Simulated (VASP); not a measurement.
# HfW (Cmcm) in VASP: notebook

The runs below take HfW through single point, relaxation of cell and atoms, with PBE.

All numbers are computed with VASP 6.6.1; they aren't measurements. Logs are shortened: lines on timing, memory, paths and dates and some standing lists are left out, and cuts for length are marked.

## (1) The cell of the first run

It takes space group Cmcm (No. 63, orthorhombic). The conventional cell has a = 3.896 Å, b = 10.265 Å, c = 3.879 Å, α = 90.00°, β = 90.00°, γ = 90.00°. Hf (site symmetry m2m) has 7 W at 2.84 to 3.01 Å and 6 Hf at 3.49 to 3.56 Å within 3.7 Å. Within 3.3 Å of W (site symmetry m2m) lie 2 W at 2.51 Å and 7 Hf at 2.84 to 3.01 Å.

## (2) Single point, PBE

File INCAR:

```
PREC = Accurate
ENCUT = 520
EDIFF = 1E-6
ISMEAR = 0
SIGMA = 0.1
LREAL = F
LASPH = T
NELM = 100
ALGO = Fast
ISIF = 2
LWAVE = F
LCHARG = F
GGA = PE
NBANDS = 32
```

File KPOINTS:

```
Automatic mesh
0
Gamma
  6 6 6
```

File POSCAR:

```
HfW
1.0
    1.9480110451     -5.1324191111      0.0000000000
    1.9480110451      5.1324191111      0.0000000000
    0.0000000000      0.0000000000      3.8794608911
Hf W
2 2
Direct
    0.3544000000      0.6456000000      0.7500000000
    0.6456000000      0.3544000000      0.2500000000
    0.0776000000      0.9224000000      0.7500000000
    0.9224000000      0.0776000000      0.2500000000
```

Potentials or basis: VASP PAW PBE potentials, release 64 (Hf_pv, W_sv).

On the command line:

```
cat potpaw_PBE.64/Hf_pv/POTCAR potpaw_PBE.64/W_sv/POTCAR > POTCAR
mpirun -np 1 vasp_std > vasp.out
```

OUTCAR:

```text
PREC = Accurate
   ENCUT = 520
   EDIFF = 1E-6
   ISMEAR = 0
   LREAL = F
   LASPH = T
   NELM = 100
   ISIF = 2
   GGA = PE

 ion  position               nearest neighbor table
   1  0.354  0.646  0.750-   4 2.84   4 2.84   4 2.84   4 2.84   3 2.84   3 3.01   3 3.01   2 3.49
                             2 3.49   2 3.49   2 3.49   2 3.56   2 3.56
   2  0.646  0.354  0.250-   3 2.84   3 2.84   3 2.84   3 2.84   4 2.84   4 3.01   4 3.01   1 3.49
                             1 3.49   1 3.49   1 3.49   1 3.56   1 3.56
   3  0.078  0.922  0.750-   4 2.51   4 2.51   2 2.84   2 2.84   2 2.84   2 2.84   1 2.84   1 3.01
                             1 3.01
   4  0.922  0.078  0.250-   3 2.51   3 2.51   1 2.84   1 2.84   1 2.84   1 2.84   2 2.84   2 3.01
                             2 3.01

  LATTYP: Found a base centered orthorhombic cell.
 ALAT       =     3.8960220902
 B/A-ratio  =     2.6346971307
 C/A-ratio  =     0.9957492030

  Lattice vectors:

 A1 = (   1.9480110451,  -5.1324191111,   0.0000000000)
 A2 = (   1.9480110451,   5.1324191111,   0.0000000000)
 A3 = (   0.0000000000,   0.0000000000,   3.8794608911)

Analysis of symmetry for initial positions (statically):
=====================================================================
 Subroutine PRICEL returns:
 Original cell was already a primitive cell.

 Routine SETGRP: Setting up the symmetry group for a
 base centered orthorhombic supercell.

 Subroutine GETGRP returns: Found  8 space group operations
 (whereof  4 operations were pure point group operations)
 out of a pool of  8 trial point group operations.

The static configuration has the point symmetry C_2h.
 The point group associated with its full space group is D_2h.

Analysis of symmetry for dynamics (positions and initial velocities):
=====================================================================
 Subroutine PRICEL returns:
 Original cell was already a primitive cell.

 Routine SETGRP: Setting up the symmetry group for a
 base centered orthorhombic supercell.

 Subroutine GETGRP returns: Found  8 space group operations
 (whereof  4 operations were pure point group operations)
 out of a pool of  8 trial point group operations.

The dynamic configuration has the point symmetry C_2h.
 The point group associated with its full space group is D_2h.

 Subroutine INISYM returns: Found  8 space group operations
 (whereof  4 operations are pure point group operations),
 and found     1 'primitive' translations

----------------------------------------------------------------------------------------

                                     Primitive cell

  volume of cell :      77.5738

  direct lattice vectors                    reciprocal lattice vectors
     1.948011045 -5.132419111  0.000000000     0.256672056 -0.097419947  0.000000000
     1.948011045  5.132419111  0.000000000     0.256672056  0.097419947  0.000000000
     0.000000000  0.000000000  3.879460891     0.000000000  0.000000000  0.257767774

  length of vectors
     5.489669659  5.489669659  3.879460891     0.274538140  0.274538140  0.257767774

  position of ions in fractional coordinates (direct lattice)
     0.354400000  0.645600000  0.750000000
     0.645600000  0.354400000  0.250000000
     0.077600000  0.922400000  0.750000000
     0.922400000  0.077600000  0.250000000

  ion indices of the primitive-cell ions
   primitive index   ion index
                 1           1
                 2           2
                 3           3
                 4           4

----------------------------------------------------------------------------------------

 KPOINTS: Automatic mesh

Automatic generation of k-mesh.
 Grid dimensions read from file:
 generate k-points for:    6    6    6

 Generating k-lattice:

  Cartesian coordinates                     Fractional coordinates (reciprocal lattice)
     0.042778676 -0.016236658  0.000000000     0.166666667  0.000000000  0.000000000
     0.042778676  0.016236658  0.000000000     0.000000000  0.166666667  0.000000000
     0.000000000  0.000000000  0.042961296     0.000000000  0.000000000  0.166666667

  Length of vectors
     0.045756357  0.045756357  0.042961296

  Shift w.r.t. Gamma in fractional coordinates (k-lattice)
     0.000000000  0.000000000  0.000000000

 Subroutine IBZKPT returns following result:
 ===========================================

 Found     52 irreducible k-points:

 Following reciprocal coordinates:
            Coordinates               Weight
  0.000000  0.000000  0.000000      1.000000
  0.166667  0.000000  0.000000      4.000000
  0.333333 -0.000000  0.000000      4.000000
  0.500000 -0.000000  0.000000      2.000000
  0.166667  0.166667  0.000000      2.000000
  0.333333  0.166667  0.000000      4.000000
[... 16 lines left out ...]
  0.333333  0.333333  0.166667      4.000000
  0.500000  0.333333  0.166667      8.000000
 [... further k-points ...]
   k-points           NKPTS =     52   k-points in BZ     NKDIM =     52   number of bands    NBANDS=     32
   number of dos      NEDOS =    301   number of ions     NIONS =      4
   total plane-waves  NPLWV =  52920
   dimension x,y,z NGX =    42 NGY =   42 NGZ =   30
   dimension x,y,z NGXF=    84 NGYF=   84 NGZF=   60
   ions per type =               2   2
   NGX,Y,Z   is equivalent  to a cutoff of  12.72, 12.72, 12.86 a.u.
   NGXF,Y,Z  is equivalent  to a cutoff of  25.44, 25.44, 25.71 a.u.
 SYSTEM =  unknown system
   PREC   = accura    normal or accurate (medium, high low for compatibility)
   ISTART =      0    job   : 0-new  1-cont  2-samecut
   ICHARG =      2    charge: 1-file 2-atom 10-const
   ISPIN  =      1    spin polarized calculation?
   LNONCOLLINEAR =      F non collinear calculations
   LSORBIT =      F    spin-orbit coupling
   LASPH  =      T    aspherical Exc in radial PAW
   ENCUT  =  520.0 eV  38.22 Ry    6.18 a.u.  10.21 10.21  7.21*2*pi/ulx,y,z
   NELM   =    100;   NELMIN=  2; NELMDL= -5     # of ELM steps
   EDIFF  = 0.1E-05   stopping-criterion for ELM
   LREAL  =      F    real-space projection
   EDIFFG = 0.1E-04   stopping-criterion for IOM
   NSW    =      0    number of steps for IOM
   IBRION =     -1    ionic relax: 0-MD 1-quasi-New 2-CG
   NFREE  =      0    steps in history (QN), initial steepest desc. (CG)
   ISIF   =      2    stress and relaxation
   ISYM   =      2    0-nonsym 1-usesym 2-fastsym
   POTIM  = 0.5000    time-step for ionic-motion
   TEBEG  =    0.0;   TEEND  =   0.0 temperature during run
   PSTRESS=    0.0 pullay stress
   NELECT =      48.0000    total number of electrons
   NUPDOWN=      -1.0000    fix difference up-down
   EMIN   =  10.00;   EMAX   =-10.00  energy-range for DOS
   EFERMI =   0.00;   METHOD = LEGACY
   ISMEAR =     0;   SIGMA  =   0.10  broadening in eV -4-tet -1-fermi 0-gaus
   EFERMI_NEDOS =   21; number of points for ismear=-14 and -15
   IALGO  =     68    algorithm
   IMIX   =      4    mixing-type and parameters
     AMIX     =   0.40;   BMIX     =  1.00
     AMIX_MAG =   1.60;   BMIX_MAG =  1.00
  volume/ion in A,a.u.               =      19.39       130.87
  Fermi-wavevector in a.u.,A,eV,Ry     =   1.395030  2.636225 26.478424  1.946109
  Thomas-Fermi vector in A             =   2.518522
   LORBIT       =      0    0 simple, 1 ext, 2 COOP (PROOUT), +10 PAW based schemes
   GGA     = PE    functional components
   LHFCALC =     F    Hartree Fock is set to
   AEXX    =    0.0000 exact exchange contribution
   IVDW    =     0    specifies the selected vdW correction
   LEPSILON=     F    determine dielectric tensor
   LRPA    =     F    only Hartree local field effects (RPA)
 non-spin polarized calculation
 RMM-DIIS sequential band-by-band and
 Gauss-broadening in eV      SIGMA  =   0.10
  energy-cutoff  :      520.00
  volume of cell :       77.57
 maximum number of plane-waves:      2106
 NGX is ok and might be reduce to    42
   NGX = 21   NGY = 21   NGZ = 15

 number of electron      48.0000004 magnetization

 Free energy of the ion-electron system (eV)
  ---------------------------------------------------
  ext. energy  EPLUGINS =         0.00000000
  ---------------------------------------------------
  free energy    TOTEN  =       -43.59912332 eV

  energy without entropy =      -43.57697418  energy(sigma->0) =      -43.58804875

 E-fermi :   7.0623     XC(G=0): -12.1232

 val. band max:        7.0623106460   @ k =  -0.1667   0.1667   0.3333
 cond. band min:       7.0679758501   @ k =   0.5000  -0.0000   0.5000
 fundamental gap:      0.0056652040
 Fermi energy:         7.0623326348

 k-point     1 :       0.0000    0.0000    0.0000
  band No.  band energies     occupation
      1     -66.3123      2.00000
      2     -66.1431      2.00000
      3     -31.1201      2.00000
      4     -30.8370      2.00000
      5     -30.6616      2.00000
      6     -30.4198      2.00000
[... 24 lines left out ...]
     31      11.2971      0.00000
     32      11.8552      0.00000

 k-point     2 :       0.1667    0.0000    0.0000
  band No.  band energies     occupation
      1     -66.3123      2.00000
      2     -66.1430      2.00000
      3     -31.1169      2.00000
      4     -30.8342      2.00000
      5     -30.6652      2.00000
      6     -30.4229      2.00000
[... 24 lines left out ...]
     31      10.5048      0.00000
     32      11.1290      0.00000

 k-point     3 :       0.3333   -0.0000    0.0000
  band No.  band energies     occupation
      1     -66.3122      2.00000
      2     -66.1429      2.00000
      3     -31.1106      2.00000
      4     -30.8283      2.00000
      5     -30.6727      2.00000
      6     -30.4289      2.00000
[... 24 lines left out ...]
     31      10.2521      0.00000
     32      11.2822      0.00000

 k-point     4 :       0.5000   -0.0000    0.0000
  band No.  band energies     occupation
      1     -66.3122      2.00000
      2     -66.1428      2.00000
      3     -31.1074      2.00000
      4     -30.8252      2.00000
      5     -30.6765      2.00000
      6     -30.4319      2.00000
[... 654 lines left out ...]
     31      10.3869      0.00000
     32      11.2790      0.00000

 k-point    23 :       0.3333    0.3333    0.1667
  band No.  band energies     occupation
      1     -66.3009      2.00000
      2     -66.1542      2.00000
      3     -31.1252      2.00000
      4     -30.8741      2.00000
      5     -30.6598      2.00000
      6     -30.4465      2.00000
[... 24 lines left out ...]
     31      11.1015      0.00000
     32      11.1730      0.00000

 k-point    24 :       0.5000    0.3333    0.1667
  band No.  band energies     occupation
      1     -66.3010      2.00000
      2     -66.1543      2.00000
      3     -31.1255      2.00000
      4     -30.8754      2.00000
      5     -30.6508      2.00000
      6     -30.4361      2.00000
[... 24 lines left out ...]
     31      11.0592      0.00000
     32      11.7935      0.00000

 [... further k-points ...]

------------------------ aborting loop because EDIFF is reached ----------------------------------------

  FORCE on cell =-STRESS in cart. coord.  units (eV):
  Direction    XX          YY          ZZ          XY          YZ          ZX
  --------------------------------------------------------------------------------------
  -------------------------------------------------------------------------------------
  Total        1.9416563      5.9004897      4.8452554      0.0000000     -0.0000000      0.0000000
  in kB       40.1021855    121.8663322    100.0719492      0.0000000     -0.0000000      0.0000000
  external PRESSURE =      87.3468223 kB  Pullay stress =       0.0000000 kB

 VOLUME and BASIS-vectors are now :
 -----------------------------------------------------------------------------
  energy-cutoff  :      520.00
  volume of cell :       77.57
      direct lattice vectors                 reciprocal lattice vectors
     1.948011045 -5.132419111  0.000000000     0.256672056 -0.097419947  0.000000000
     1.948011045  5.132419111  0.000000000     0.256672056  0.097419947  0.000000000
     0.000000000  0.000000000  3.879460891     0.000000000  0.000000000  0.257767774

 POSITION                                       TOTAL-FORCE (eV/Angst)
 -----------------------------------------------------------------------------------
      1.94801      1.49456      2.90960         0.000000      0.686044      0.000000
      1.94801     -1.49456      0.96987         0.000000     -0.686044      0.000000
      1.94801      4.33587      2.90960         0.000000     -0.228120     -0.000000
      1.94801     -4.33587      0.96987         0.000000      0.228120     -0.000000
 -----------------------------------------------------------------------------------
    total drift:                               -0.000000     -0.000000     -0.000000

  FREE ENERGIE OF THE ION-ELECTRON SYSTEM (eV)
  ---------------------------------------------------
  free  energy   TOTEN  =       -43.5991233166 eV

  energy  without entropy=      -43.5769741794  energy(sigma->0) =      -43.58804875
```

Wall time 81 s (1 thread of Intel Xeon 6975P-C (Granite Rapids), shared host); peak memory 0.29 GiB.

Results:

```
Free energy            : -43.5991 eV
Pressure               : 8.7 GPa
Largest force          : 0.686 eV/Å
Band gap on the k mesh : zero (bands 24 and 25 overlap by 0.65 eV)
```

Forces in eV/Å, atoms in the order of the input:
```
Hf   0.000  0.686  0.000
Hf   0.000 -0.686  0.000
W    0.000 -0.228  0.000
W    0.000  0.228  0.000
```

Levels at points of the mesh, in eV from the Fermi level:
```csv
k point,band 20,band 21,band 22,band 23,band 24,band 25,band 26,band 27,band 28,band 29
"(0.00, 0.00, 0.00)",-2.62,-1.38,-0.87,-0.50,-0.48,0.33,1.12,1.68,2.17,2.29
"(0.50, 0.00, 0.00)",-2.59,-2.25,-0.43,-0.43,0.09,0.31,1.01,1.38,1.58,1.99
"(0.50, 0.50, 0.00)",-2.53,-2.05,-1.61,-0.45,-0.22,0.23,0.59,1.68,2.96,3.74
"(0.00, 0.00, 0.50)",-2.12,-1.35,-1.35,-0.41,-0.41,0.59,0.59,1.26,1.26,3.32
"(0.50, 0.00, 0.50)",-1.57,-0.99,-0.99,0.01,0.01,0.55,0.55,1.25,1.25,1.48
"(0.50, 0.50, 0.50)",-2.59,-1.96,-1.96,-0.91,-0.91,-0.14,-0.14,2.03,2.03,3.53
```

Caveat: the stress differs along the axes, from 4 to 12 GPa; spin-orbit coupling is left out, which moves the levels of the heavy elements.

## (3) Single point, PBE

This run uses another cell than the first one, of 19.63 Å³/atom.

File INCAR:

```
ALGO = Normal ; EDIFF = 1E-6
ENCUT = 520 ; GGA = PE
ISIF = 2 ; ISMEAR = 0
LASPH = T ; LCHARG = F
LREAL = F ; LWAVE = F
NBANDS = 32 ; NELM = 100
PREC = Accurate ; SIGMA = 0.1
```

File KPOINTS:

```
k-points
0
Gamma
  6 6 4
```

File POSCAR:

```
HfW
1.0
    1.6322232599     -5.7879988419      0.0000000000
    1.6322232599      5.7879988419      0.0000000000
    0.0000000000      0.0000000000      4.1546987376
Hf W
2 2
Direct
    0.3334714475      0.6665285525      0.7500000000
    0.6665285525      0.3334714475      0.2500000000
    0.0649147089      0.9350852911      0.7500000000
    0.9350852911      0.0649147089      0.2500000000
```

Potentials or basis: VASP PAW PBE potentials, release 64 (Hf_pv, W_sv).

On the command line:

```
cat potpaw_PBE.64/Hf_pv/POTCAR potpaw_PBE.64/W_sv/POTCAR > POTCAR
mpirun -np 1 vasp_std > vasp.out
```

OUTCAR:

```text
EDIFF = 1E-6
   ENCUT = 520
   GGA = PE
   ISIF = 2
   ISMEAR = 0
   LASPH = T
   LREAL = F
   NELM = 100
   PREC = Accurate

 ion  position               nearest neighbor table
   1  0.333  0.667  0.750-   4 2.89   4 2.89   4 2.89   4 2.89   3 3.11   3 3.14   3 3.14   2 3.27
                             2 3.27   2 3.27   2 3.27
   2  0.667  0.333  0.250-   3 2.89   3 2.89   3 2.89   3 2.89   4 3.11   4 3.14   4 3.14   1 3.27
                             1 3.27   1 3.27   1 3.27
[... 1048 lines left out ...]
  FORCE on cell =-STRESS in cart. coord.  units (eV):
  Direction    XX          YY          ZZ          XY          YZ          ZX
  --------------------------------------------------------------------------------------
  -------------------------------------------------------------------------------------
  Total       -0.1465725      0.0201694     -0.0920792      0.0000000      0.0000000      0.0000000
  in kB       -2.9914755      0.4116482     -1.8792938      0.0000000      0.0000000      0.0000000
  external PRESSURE =      -1.4863737 kB  Pullay stress =       0.0000000 kB

 VOLUME and BASIS-vectors are now :
 -----------------------------------------------------------------------------
  energy-cutoff  :      520.00
  volume of cell :       78.50
      direct lattice vectors                 reciprocal lattice vectors
     1.632223260 -5.787998842  0.000000000     0.306330643 -0.086385643  0.000000000
     1.632223260  5.787998842  0.000000000     0.306330643  0.086385643  0.000000000
     0.000000000  0.000000000  4.154698738     0.000000000  0.000000000  0.240691338

 POSITION                                       TOTAL-FORCE (eV/Angst)
 -----------------------------------------------------------------------------------
      1.63222      1.92773      3.11602         0.000000     -0.012420      0.000000
      1.63222     -1.92773      1.03867         0.000000      0.012420      0.000000
      1.63222      5.03655      3.11602         0.000000     -0.062642      0.000000
      1.63222     -5.03655      1.03867         0.000000      0.062642     -0.000000
 -----------------------------------------------------------------------------------
    total drift:                                0.000000     -0.000000      0.000000

  FREE ENERGIE OF THE ION-ELECTRON SYSTEM (eV)
  ---------------------------------------------------
  free  energy   TOTEN  =       -44.4136592512 eV

  energy  without entropy=      -44.3933844850  energy(sigma->0) =      -44.40352187
```

OSZICAR:

```text
N       E                     dE             d eps       ncg     rms          rms(c)
DAV:   1     0.437243168253E+03    0.43724E+03   -0.27537E+04  2512   0.159E+03
DAV:   2    -0.237363409814E+02   -0.46098E+03   -0.44462E+03  2744   0.470E+02
DAV:   3    -0.456531063766E+02   -0.21917E+02   -0.20644E+02  3288   0.919E+01
DAV:   4    -0.460930040544E+02   -0.43990E+00   -0.43702E+00  2920   0.123E+01
DAV:   5    -0.461029282269E+02   -0.99242E-02   -0.99205E-02  3216   0.177E+00    0.747E+01
DAV:   6    -0.448101317098E+02    0.12928E+01   -0.14409E+00  2768   0.815E+00    0.429E+01
DAV:   7    -0.444325060623E+02    0.37763E+00   -0.17714E+00  2848   0.826E+00    0.555E+00
DAV:   8    -0.444166196470E+02    0.15886E-01   -0.12616E-01  2920   0.231E+00    0.102E+00
DAV:   9    -0.444141828537E+02    0.24368E-02   -0.17950E-02  3232   0.789E-01    0.227E-01
DAV:  10    -0.444136825239E+02    0.50033E-03   -0.20297E-03  3200   0.239E-01    0.103E-01
DAV:  11    -0.444136610567E+02    0.21467E-04   -0.16956E-04  2960   0.765E-02    0.419E-02
DAV:  12    -0.444136604833E+02    0.57343E-06   -0.21120E-05  3088   0.295E-02    0.155E-02
DAV:  13    -0.444136591796E+02    0.13036E-05   -0.18077E-06  2224   0.902E-03    0.547E-03
DAV:  14    -0.444136592512E+02   -0.71605E-07   -0.23632E-07  1824   0.326E-03
   1 F= -.44413659E+02 E0= -.44403522E+02  d E =-.202748E-01
```

Wall time 51 s (1 thread of Intel Xeon 6975P-C (Granite Rapids), shared host); peak memory 0.3 GiB.

What came out:

```
Free energy            : -44.4137 eV
Pressure               : -0.1 GPa
Largest force          : 0.063 eV/Å
Band gap on the k mesh : zero (bands 24 and 25 overlap by 0.68 eV)
```

Forces in eV/Å, atoms in the order of the input:
```
Hf   0.000 -0.012  0.000
Hf   0.000  0.012  0.000
W    0.000 -0.063  0.000
W    0.000  0.063  0.000
```

Caveat: the k points lie up to 0.38 Å⁻¹ apart, too coarse for converged energies and pressures of a metal; spin-orbit coupling is left out, which moves the levels of the heavy elements.

(Continued in part 2 of 2.)
